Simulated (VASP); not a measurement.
# Si16Ge (a cell with a defect) in VASP: a series of runs

Si16Ge (a cell with a defect) is run at these levels: PBE; tasks: single point, relaxation of the atoms.

Program: VASP 6.6.1. These are calculated values, not measurements. Logs are shortened: lines on timing, memory, paths and dates and some standing lists are left out, and cuts for length are marked.

## 1. The cell of the first run

The cell holds a defect, 17 atoms: a = 7.679 Å, b = 7.679 Å, c = 7.679 Å, α = 60.00°, β = 60.00°, γ = 60.00°.

## 2. Single point, PBE

Input file INCAR:

```
PREC = Accurate
ENCUT = 520
EDIFF = 1E-7
ISMEAR = -1
SIGMA = 0.05
LREAL = Auto
LASPH = True
NELM = 80
ALGO = Normal
ISIF = 2
LWAVE = False
LCHARG = False
GGA = PE
NBANDS = 53
```

Input file KPOINTS:

```
Automatic mesh
0
Gamma
  2 2 2
```

Input file POSCAR:

```
Si16Ge
1.0
    0.0000000000      5.4300000000      5.4300000000
    5.4300000000      0.0000000000      5.4300000000
    5.4300000000      5.4300000000      0.0000000000
Si Ge
16 1
Direct
    0.0000262177      0.0002039812     -0.0006868588
    0.1241935005      0.1241852898      0.1244168444
    0.0043586024      0.0042890061      0.4954532808
    0.1247902733      0.1247224357      0.6258339826
    0.0046376871      0.4952426348      0.0047707894
    0.1242784558      0.6269102778      0.1245555768
    0.0042922348      0.4959712201      0.4956317060
    0.1362956435      0.6214185861      0.6208385416
    0.4952439946      0.0045640496      0.0047694562
    0.6267013899      0.1243227933      0.1246677099
    0.4960423035      0.0041500406      0.4957754548
    0.6215913357      0.1356294005      0.6211558392
    0.4953589129      0.4954312263      0.0047684229
    0.6200999228      0.6202449903      0.1392525560
    0.4998096698      0.4991310563      0.5028622730
    0.6218657414      0.6218694448      0.6215573212
    0.7495822142      0.7485213667      0.7547860041
```

Potentials or basis: VASP PAW PBE potentials, release 64 (Si, Ge_d).

Started as:

```console
> cat potpaw_PBE.64/Si/POTCAR potpaw_PBE.64/Ge_d/POTCAR > POTCAR
> mpirun -np 1 vasp_std > vasp.out
```

OUTCAR:

```text
PREC = Accurate
   ENCUT = 520
   EDIFF = 1E-7
   ISMEAR = -1
   LREAL = Auto
   LASPH = True
   NELM = 80
   ISIF = 2
   GGA = PE

 ion  position               nearest neighbor table
   1  0.000  0.000  0.999-   2 2.34   6 2.34  10 2.34   4 2.34
   2  0.124  0.124  0.124-   3 2.33   9 2.33   5 2.33   1 2.34
   3  0.004  0.004  0.495-   2 2.33   4 2.33  12 2.40   8 2.40  17 2.77
   4  0.125  0.125  0.626-   7 2.33  11 2.33   3 2.33   1 2.34
   5  0.005  0.495  0.005-   2 2.33   6 2.33   8 2.41  14 2.41  17 2.74
   6  0.124  0.627  0.125-   7 2.33  13 2.33   5 2.33   1 2.34
   7  0.004  0.496  0.496-   6 2.33   4 2.33  16 2.40   8 2.40  17 2.78
   8  0.136  0.621  0.621-  15 2.28   7 2.40   3 2.40   5 2.41  17 2.42
   9  0.495  0.005  0.005-   2 2.33  10 2.33  12 2.41  14 2.41  17 2.75
  10  0.627  0.124  0.125-  11 2.33  13 2.33   9 2.33   1 2.34
  11  0.496  0.004  0.496-  10 2.33   4 2.33  16 2.40  12 2.40  17 2.78
  12  0.622  0.136  0.621-  15 2.28  11 2.40   3 2.40   9 2.41  17 2.43
  13  0.495  0.495  0.005-   6 2.33  10 2.33  16 2.40  14 2.41  17 2.75
  14  0.620  0.620  0.139-  15 2.28  13 2.41   9 2.41  17 2.41   5 2.41
  15  0.500  0.499  0.503-  16 2.28  12 2.28   8 2.28  14 2.28
  16  0.622  0.622  0.622-  15 2.28  11 2.40   7 2.40  13 2.40  17 2.43
  17  0.750  0.749  0.755-  14 2.41   8 2.42  12 2.43  16 2.43   5 2.74   9 2.75  13 2.75   3 2.77
                             7 2.78  11 2.78

  LATTYP: Found a face centered cubic cell.
 ALAT       =    10.8600000000

  Lattice vectors:

 A1 = (   0.0000000000,   5.4300000000,   5.4300000000)
 A2 = (   5.4300000000,   0.0000000000,   5.4300000000)
 A3 = (   5.4300000000,   5.4300000000,   0.0000000000)

Analysis of symmetry for initial positions (statically):
=====================================================================
 Subroutine PRICEL returns:
 Original cell was already a primitive cell.

 Routine SETGRP: Setting up the symmetry group for a
 face centered cubic supercell.

 Subroutine GETGRP returns: Found  1 space group operations
 (whereof  1 operations were pure point group operations)
 out of a pool of 48 trial point group operations.

The static configuration has the point symmetry C_1 .

Analysis of symmetry for dynamics (positions and initial velocities):
=====================================================================
 Subroutine PRICEL returns:
 Original cell was already a primitive cell.

 Routine SETGRP: Setting up the symmetry group for a
 face centered cubic supercell.

 Subroutine GETGRP returns: Found  1 space group operations
 (whereof  1 operations were pure point group operations)
 out of a pool of 48 trial point group operations.

The dynamic configuration has the point symmetry C_1 .

 Subroutine INISYM returns: Found  1 space group operations
 (whereof  1 operations are pure point group operations),
 and found     1 'primitive' translations

----------------------------------------------------------------------------------------

                                     Primitive cell

  volume of cell :     320.2060

  direct lattice vectors                    reciprocal lattice vectors
     0.000000000  5.430000000  5.430000000    -0.092081031  0.092081031  0.092081031
     5.430000000  0.000000000  5.430000000     0.092081031 -0.092081031  0.092081031
     5.430000000  5.430000000  0.000000000     0.092081031  0.092081031 -0.092081031

  length of vectors
     7.679179644  7.679179644  7.679179644     0.159489025  0.159489025  0.159489025

  position of ions in fractional coordinates (direct lattice)
     0.000026218  0.000203981  0.999313141
     0.124193500  0.124185290  0.124416844
     0.004358602  0.004289006  0.495453281
     0.124790273  0.124722436  0.625833983
     0.004637687  0.495242635  0.004770789
     0.124278456  0.626910278  0.124555577
[... 9 lines left out ...]
     0.621865741  0.621869445  0.621557321
     0.749582214  0.748521367  0.754786004

  ion indices of the primitive-cell ions
   primitive index   ion index
                 1           1
                 2           2
                 3           3
                 4           4
                 5           5
                 6           6
[... 9 lines left out ...]
                16          16
                17          17

----------------------------------------------------------------------------------------

 KPOINTS: Automatic mesh

Automatic generation of k-mesh.
 Grid dimensions read from file:
 generate k-points for:    2    2    2

 Generating k-lattice:

  Cartesian coordinates                     Fractional coordinates (reciprocal lattice)
    -0.046040516  0.046040516  0.046040516     0.500000000  0.000000000  0.000000000
     0.046040516 -0.046040516  0.046040516     0.000000000  0.500000000  0.000000000
     0.046040516  0.046040516 -0.046040516     0.000000000  0.000000000  0.500000000

  Length of vectors
     0.079744512  0.079744512  0.079744512

  Shift w.r.t. Gamma in fractional coordinates (k-lattice)
     0.000000000  0.000000000  0.000000000

 Subroutine IBZKPT returns following result:
 ===========================================

 Found      8 irreducible k-points:

 Following reciprocal coordinates:
            Coordinates               Weight
  0.000000  0.000000  0.000000      1.000000
  0.500000  0.000000  0.000000      1.000000
  0.000000  0.500000  0.000000      1.000000
  0.000000  0.000000  0.500000      1.000000
  0.500000  0.500000  0.500000      1.000000
  0.500000  0.500000  0.000000      1.000000
  0.000000  0.500000  0.500000      1.000000
  0.500000  0.000000  0.500000      1.000000
   k-points           NKPTS =      8   k-points in BZ     NKDIM =      8   number of bands    NBANDS=     53
   number of dos      NEDOS =    301   number of ions     NIONS =     17
   total plane-waves  NPLWV = 216000
   dimension x,y,z NGX =    60 NGY =   60 NGZ =   60
   dimension x,y,z NGXF=   120 NGYF=  120 NGZF=  120
   ions per type =              16   1
   NGX,Y,Z   is equivalent  to a cutoff of  12.99, 12.99, 12.99 a.u.
   NGXF,Y,Z  is equivalent  to a cutoff of  25.98, 25.98, 25.98 a.u.
 SYSTEM =  unknown system
   PREC   = accura    normal or accurate (medium, high low for compatibility)
   ISTART =      0    job   : 0-new  1-cont  2-samecut
   ICHARG =      2    charge: 1-file 2-atom 10-const
   ISPIN  =      1    spin polarized calculation?
   LNONCOLLINEAR =      F non collinear calculations
   LSORBIT =      F    spin-orbit coupling
   LASPH  =      T    aspherical Exc in radial PAW
   ENCUT  =  520.0 eV  38.22 Ry    6.18 a.u.  14.28 14.28 14.28*2*pi/ulx,y,z
   NELM   =     80;   NELMIN=  2; NELMDL= -5     # of ELM steps
   EDIFF  = 0.1E-06   stopping-criterion for ELM
   LREAL  =      T    real-space projection
   EDIFFG = 0.1E-05   stopping-criterion for IOM
   NSW    =      0    number of steps for IOM
   IBRION =     -1    ionic relax: 0-MD 1-quasi-New 2-CG
   NFREE  =      0    steps in history (QN), initial steepest desc. (CG)
   ISIF   =      2    stress and relaxation
   ISYM   =      2    0-nonsym 1-usesym 2-fastsym
   POTIM  = 0.5000    time-step for ionic-motion
   TEBEG  =    0.0;   TEEND  =   0.0 temperature during run
   PSTRESS=    0.0 pullay stress
   NELECT =      78.0000    total number of electrons
   NUPDOWN=      -1.0000    fix difference up-down
   EMIN   =  10.00;   EMAX   =-10.00  energy-range for DOS
   EFERMI =   0.00;   METHOD = LEGACY
   ISMEAR =    -1;   SIGMA  =   0.05  broadening in eV -4-tet -1-fermi 0-gaus
   EFERMI_NEDOS =   21; number of points for ismear=-14 and -15
   IALGO  =     38    algorithm
   IMIX   =      4    mixing-type and parameters
     AMIX     =   0.40;   BMIX     =  1.00
     AMIX_MAG =   1.60;   BMIX_MAG =  1.00
  volume/ion in A,a.u.               =      18.84       127.11
  Fermi-wavevector in a.u.,A,eV,Ry     =   1.022421  1.932096 14.222785  1.045345
  Thomas-Fermi vector in A             =   2.156100
   LORBIT       =      0    0 simple, 1 ext, 2 COOP (PROOUT), +10 PAW based schemes
   GGA     = PE    functional components
   LHFCALC =     F    Hartree Fock is set to
   AEXX    =    0.0000 exact exchange contribution
   IVDW    =     0    specifies the selected vdW correction
   LEPSILON=     F    determine dielectric tensor
   LRPA    =     F    only Hartree local field effects (RPA)
 non-spin polarized calculation
  energy-cutoff  :      520.00
  volume of cell :      320.21
 maximum number of plane-waves:      8646
 NGX is ok and might be reduce to    60
   NGX = 29   NGY = 29   NGZ = 29

 number of electron      78.0000002 magnetization

 Free energy of the ion-electron system (eV)
  ---------------------------------------------------
  ext. energy  EPLUGINS =         0.00000000
  ---------------------------------------------------
  free energy    TOTEN  =       -86.71403606 eV

  energy without entropy =      -86.67971563  energy(sigma->0) =      -86.69687585

 E-fermi :   6.9080     XC(G=0):  -9.7485

 val. band max:        6.6932636647   @ k =   0.0000   0.0000   0.0000
 cond. band min:       6.9529925084   @ k =   0.0000   0.0000   0.0000
 fundamental gap:      0.2597288436
 Fermi energy:         6.9079612014

 k-point     1 :       0.0000    0.0000    0.0000
  band No.  band energies     occupation
      1     -18.2382      2.00000
      2     -18.2381      2.00000
      3     -18.2381      2.00000
      4     -18.2244      2.00000
      5     -18.2243      2.00000
      6      -6.5222      2.00000
[... 43 lines left out ...]
     50       8.1222      0.00000
     51       9.0713      0.00000

 k-point     2 :       0.5000    0.0000    0.0000
  band No.  band energies     occupation
      1     -18.2382      2.00000
      2     -18.2381      2.00000
      3     -18.2381      2.00000
      4     -18.2244      2.00000
      5     -18.2243      2.00000
      6      -6.1897      2.00000
[... 316 lines left out ...]
 k-point     8 :       0.5000    0.0000    0.5000
  band No.  band energies     occupation
      1     -18.2382      2.00000
      2     -18.2381      2.00000
      3     -18.2381      2.00000
      4     -18.2244      2.00000
      5     -18.2243      2.00000
      6      -6.0836      2.00000
[... 43 lines left out ...]
     50      10.3264      0.00000
     51      10.3385      0.00000
 [bands above 51 left out]

------------------------ aborting loop because EDIFF is reached ----------------------------------------

  FORCE on cell =-STRESS in cart. coord.  units (eV):
  Direction    XX          YY          ZZ          XY          YZ          ZX
  --------------------------------------------------------------------------------------
  -------------------------------------------------------------------------------------
  Total       13.4550090     13.4540593     13.4553586      0.0509544     -0.0750783     -0.0963070
  in kB       67.3232525     67.3185007     67.3250021      0.2549546     -0.3756604     -0.4818802
  external PRESSURE =      67.3222518 kB  Pullay stress =       0.0000000 kB

 VOLUME and BASIS-vectors are now :
 -----------------------------------------------------------------------------
  energy-cutoff  :      520.00
  volume of cell :      320.21
      direct lattice vectors                 reciprocal lattice vectors
     0.000000000  5.430000000  5.430000000    -0.092081031  0.092081031  0.092081031
     5.430000000  0.000000000  5.430000000     0.092081031 -0.092081031  0.092081031
     5.430000000  5.430000000  0.000000000     0.092081031  0.092081031 -0.092081031

 POSITION                                       TOTAL-FORCE (eV/Angst)
 -----------------------------------------------------------------------------------
      5.42738      5.42641      0.00125         0.000451      0.000465      0.000326
      1.34991      1.34995      1.34870        -0.010646     -0.011603     -0.005336
      2.71360      2.71398      0.04696        -0.001226      0.002766      0.004845
      4.07552      4.07589      1.35485         0.012291      0.011002     -0.013537
      2.71507      0.05109      2.71435         0.010276     -0.005108     -0.009834
      4.08046      1.35117      4.07895         0.004753     -0.011798      0.009912
[... 9 lines left out ...]
      6.75181      6.75179      6.75348         0.012410      0.015771     -0.003792
      8.16296      8.16872      8.13470        -0.050538     -0.064254      0.034007
 -----------------------------------------------------------------------------------
    total drift:                               -0.001912     -0.002192     -0.002328

  FREE ENERGIE OF THE ION-ELECTRON SYSTEM (eV)
  ---------------------------------------------------
  free  energy   TOTEN  =       -86.7140360609 eV

  energy  without entropy=      -86.6797156331  energy(sigma->0) =      -86.69687585
```

Wall time 7.1 min (1 thread of Intel Xeon 8259CL, shared host); peak memory 0.5 GiB.

Results:

- Free energy: -86.7140 eV
- Pressure: 6.7 GPa
- Largest force: 0.089 eV/Å
- Band gap on the k mesh: zero (bands 39 and 40 overlap by 0.31 eV)

Forces on the atoms (eV/Å):
```
Si   0.000  0.000  0.000
Si  -0.011 -0.012 -0.005
Si  -0.001  0.003  0.005
Si   0.012  0.011 -0.014
Si   0.010 -0.005 -0.010
Si   0.005 -0.012  0.010
Si  -0.007  0.005  0.004
Si   0.017  0.008 -0.012
Si  -0.004  0.012 -0.011
Si  -0.012  0.004  0.011
Si   0.003 -0.008  0.002
Si   0.006  0.019 -0.011
Si   0.013  0.014  0.002
Si   0.011  0.014 -0.005
Si  -0.005 -0.007  0.003
Si   0.012  0.016 -0.004
Ge  -0.051 -0.064  0.034
```

Levels at points of the mesh, in eV from the Fermi level:
| k point | band 37 | band 38 | band 39 | band 40 | band 41 | band 42 |
| --- | --- | --- | --- | --- | --- | --- |
| (0.00, 0.00, 0.00) | -0.78 | -0.76 | -0.24 | -0.23 | -0.21 | 0.05 |
| (0.50, 0.00, 0.00) | -1.45 | -1.45 | -0.30 | 0.53 | 0.56 | 0.90 |
| (0.00, 0.50, 0.00) | -1.45 | -1.45 | -0.30 | 0.53 | 0.56 | 0.90 |
| (0.00, 0.00, 0.50) | -1.45 | -1.45 | -0.31 | 0.55 | 0.56 | 0.89 |
| (0.50, 0.50, 0.50) | -1.45 | -1.45 | -0.30 | 0.53 | 0.56 | 0.90 |
| (0.50, 0.50, 0.00) | -1.89 | -1.28 | 0.08 | 0.82 | 1.06 | 1.07 |
| (0.00, 0.50, 0.50) | -1.89 | -1.28 | 0.08 | 0.82 | 1.06 | 1.07 |
| (0.50, 0.00, 0.50) | -1.89 | -1.28 | 0.08 | 0.82 | 1.06 | 1.07 |

Caveat: the k points lie up to 0.50 Å⁻¹ apart.

## 3. Relaxation of the atoms, PBE

Input file INCAR:

```
PREC = Accurate ; ENCUT = 520
EDIFF = 1E-6 ; ISMEAR = -1
SIGMA = 0.05 ; LREAL = Auto
LASPH = T ; NELM = 100
ALGO = Normal ; ISIF = 2
LWAVE = F ; LCHARG = F
GGA = PE ; IBRION = 2
NSW = 45 ; EDIFFG = -0.08
```

Input file KPOINTS:

```
regular mesh
0
Gamma
  2 2 2
```

Input file POSCAR:

```
Si16Ge
1.0
    0.0000000000      5.4300000000      5.4300000000
    5.4300000000      0.0000000000      5.4300000000
    5.4300000000      5.4300000000      0.0000000000
Si Ge
16 1
Direct
    0.0000000000      0.0000000000      0.0000000000
    0.1250000000      0.1250000000      0.1250000000
    0.0000000000      0.0000000000      0.5000000000
    0.1250000000      0.1250000000      0.6250000000
    0.0000000000      0.5000000000      0.0000000000
    0.1250000000      0.6250000000      0.1250000000
    0.0000000000      0.5000000000      0.5000000000
    0.1250000000      0.6250000000      0.6250000000
    0.5000000000      0.0000000000      0.0000000000
    0.6250000000      0.1250000000      0.1250000000
    0.5000000000      0.0000000000      0.5000000000
    0.6250000000      0.1250000000      0.6250000000
    0.5000000000      0.5000000000      0.0000000000
    0.6250000000      0.6250000000      0.1250000000
    0.5000000000      0.5000000000      0.5000000000
    0.6250000000      0.6250000000      0.6250000000
    0.7491681000      0.7468078000      0.7604089000
```

Potentials or basis: VASP PAW PBE potentials, release 64 (Si, Ge_d).

Started as:

```console
> cat potpaw_PBE.64/Si/POTCAR potpaw_PBE.64/Ge_d/POTCAR > POTCAR
> mpirun -np 1 vasp_std > vasp.out
```

Wall time 20 min (1 thread of Oxide Virtual Turin-like, shared host); peak memory 0.53 GiB.

Results (log left out):

```
Free energy                  : -86.7146 eV
Energy gained by relaxing    : 21.1 meV/atom
Ionic steps                  : 6
Pressure after relaxing      : 6.7 GPa
Largest force after relaxing : 0.053 eV/Å
Band gap on the k mesh       : zero (bands 39 and 40 overlap by 0.31 eV)
```

Forces on the atoms (eV/Å):
```
Si  -0.001 -0.002  0.001
Si  -0.006 -0.008  0.001
Si  -0.002  0.003  0.015
Si   0.006  0.005 -0.008
Si   0.008  0.009 -0.007
Si  -0.001 -0.010  0.005
Si  -0.016  0.005  0.004
Si   0.018  0.005 -0.013
Si   0.010  0.010 -0.009
Si  -0.009 -0.001  0.007
Si   0.003 -0.018  0.002
Si   0.002  0.021 -0.013
Si   0.013  0.013 -0.014
Si   0.004  0.008  0.002
Si  -0.015 -0.019  0.011
Si   0.016  0.019  0.002
Ge  -0.030 -0.041  0.014
```

The path:
```tsv
step	energy change (eV)	largest force (eV/Å)	pressure (GPa)
1	0.0000	2.1156	7.73
2	-0.3480	0.4008	6.75
3	-0.3480	0.4032	6.75
4	-0.3570	0.1211	6.72
5	-0.3571	0.0899	6.72
6	-0.3588	0.0529	6.73
```

Final structure:
```
Si Ge
1.0
     0.00000    5.43000    5.43000
     5.43000    0.00000    5.43000
     5.43000    5.43000    0.00000
Si Ge
16 1
Direct
  0.00000 0.00004 0.99987
  0.12430 0.12421 0.12461
  0.00428 0.00424 0.49576
  0.12458 0.12451 0.62650
  0.00444 0.49542 0.00472
  0.12437 0.62679 0.12467
  0.00420 0.49582 0.49585
  0.13637 0.62128 0.62098
  0.49549 0.00435 0.00468
  0.62673 0.12434 0.12470
  0.49588 0.00413 0.49591
  0.62142 0.13584 0.62120
  0.49559 0.49559 0.00459
  0.62030 0.62038 0.13882
  0.49977 0.49922 0.50253
  0.62166 0.62171 0.62149
  0.74979 0.74894 0.75351
```

Levels at points of the mesh, in eV from the Fermi level:
```tsv
k point	band 35	band 36	band 37	band 38	band 39	band 40	band 41	band 42	band 43	band 44
(0.00, 0.00, 0.00)	-1.74	-0.78	-0.78	-0.77	-0.23	-0.23	-0.22	0.04	0.05	0.44
(0.50, 0.00, 0.00)	-1.51	-1.51	-1.45	-1.45	-0.30	0.54	0.56	0.90	0.90	1.27
(0.00, 0.50, 0.00)	-1.51	-1.50	-1.45	-1.45	-0.30	0.53	0.56	0.90	0.90	1.26
(0.00, 0.00, 0.50)	-1.51	-1.51	-1.45	-1.45	-0.31	0.55	0.55	0.89	0.90	1.27
(0.50, 0.50, 0.50)	-1.50	-1.50	-1.45	-1.45	-0.30	0.54	0.55	0.90	0.90	1.26
(0.50, 0.50, 0.00)	-2.06	-2.05	-1.89	-1.28	0.08	0.82	1.06	1.07	1.08	1.94
(0.00, 0.50, 0.50)	-2.06	-2.05	-1.89	-1.28	0.08	0.82	1.06	1.07	1.08	1.94
(0.50, 0.00, 0.50)	-2.06	-2.05	-1.89	-1.28	0.08	0.82	1.06	1.07	1.08	1.94
```

Caveat: the k points lie up to 0.50 Å⁻¹ apart; the relaxation stopped at a loose force limit of 0.08 eV/Å, so its end isn't a converged minimum.

The gap in the log of VASP goes by the Fermi energy; the results here count the filled bands.